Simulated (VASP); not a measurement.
The system is InSb3.

```xyz
4
Lattice="4.8064 0.0000 0.0000 0.0000 4.8064 0.0000 0.0000 0.0000 4.8064" Properties=species:S:1:pos:R:3 pbc="T T T"
Sb    2.4032    2.4032    0.0000
Sb    0.0000    2.4032    2.4032
Sb    2.4032    0.0000    2.4032
In    0.0000    0.0000    0.0000
```

Base run:

| Item | Value |
| --- | --- |
| Program | VASP 6.6.1 |
| Functional | r2SCAN |
| Potentials or basis | VASP PAW PBE potentials, release 64 (Sb, In_d) |
| Cutoff | 520 eV |
| k mesh | 6 × 6 × 6 |
| Occupations | fermi-dirac, width 0.05 eV |
| Spin | no spin polarisation |

Its results: band gap on the k mesh zero (band 14 reaches 11.48 eV, above the bottom of band 15 at 6.54 eV); pressure -0.6 GPa.

The run is repeated on the same cell with these changes: functional from r2SCAN to PBE. What comes out?

Band gap on the k mesh zero (band 14 reaches 11.34 eV, above the bottom of band 15 at 6.72 eV); pressure 0.1 GPa.

Caveats: spin-orbit coupling is left out, which moves the levels of the heavy elements; the PAW data sets were made with another functional, which shifts forces and pressure a little (some runs).
